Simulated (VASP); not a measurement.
Set up this calculation in VASP 6.6.1, as the native input.

* Task: single point
* Functional: r2SCAN
* Potentials or basis: VASP PAW PBE potentials, release 64 (Ti_sv)
* Cutoff: 520 eV
* k mesh: 7 × 7 × 10
* Occupations: methfessel-paxton, width 0.3 eV
* Spin: no spin polarisation
* Dipole correction: no
* Further INCAR settings: ALGO = Normal; EDIFF = 1e-07; NBANDS = 25

Crystal: Ti.

```
Ti
1.0
     4.60000    0.00000    0.00000
    -2.30000    3.98372    0.00000
     0.00000    0.00000    2.82000
Ti
3
Direct
  0.00000 0.00000 0.00000
  0.33333 0.66667 0.50000
  0.66667 0.33333 0.50000
```

These files were run (other wordings do the same):

POSCAR

```
Ti
1.0
    4.6000000000      0.0000000000      0.0000000000
   -2.3000000000      3.9837170000      0.0000000000
    0.0000000000      0.0000000000      2.8200000000
Ti
3
Direct
    0.0000000000      0.0000000000      0.0000000000
    0.3333333333      0.6666666667      0.5000000000
    0.6666666667      0.3333333333      0.5000000000
```

INCAR.step1

```
SYSTEM = Ti
PREC = Accurate
ENCUT = 520
ISMEAR = 1
SIGMA = 0.3
LREAL = .FALSE.
LASPH = .TRUE.
NELM = 60
NBANDS = 25
GGA = PE
ALGO = Normal
EDIFF = 1E-4
LWAVE = .TRUE.
LCHARG = .FALSE.
```

INCAR.step2

```
SYSTEM = Ti
PREC = Accurate
ENCUT = 520
EDIFF = 1E-7
ISMEAR = 1
SIGMA = 0.3
LREAL = .FALSE.
LASPH = .TRUE.
NELM = 60
ALGO = Normal
ISIF = 2
LWAVE = .FALSE.
LCHARG = .FALSE.
METAGGA = R2SCAN
LMIXTAU = .TRUE.
NBANDS = 25
ISTART = 1
```

KPOINTS

```
Automatic mesh
0
G
  7 7 10
  0 0 0
```

Potentials or basis: VASP PAW PBE potentials, release 64 (Ti_sv).

The run is started by

```sh
$ cat potpaw_PBE.64/Ti_sv/POTCAR > POTCAR
$ cp INCAR.step1 INCAR
$ mpirun -np 1 vasp_std > vasp.out
$ cp INCAR.step2 INCAR
$ mpirun -np 1 vasp_std > vasp.out
```

It gave:

```json
{
 "Pressure": "-1.1 GPa",
 "Band gap on the k mesh": "zero (band 18 reaches 8.53 eV, above the bottom of band 19 at 8.34 eV)"
}
```

Caveat: the PAW data sets were made with another functional, which shifts forces and pressure a little.

It took 3.6 min on 1 thread of AMD EPYC 9R45 96-Core Processor (Zen 5), with other jobs on the host, peak memory 0.17 GiB.
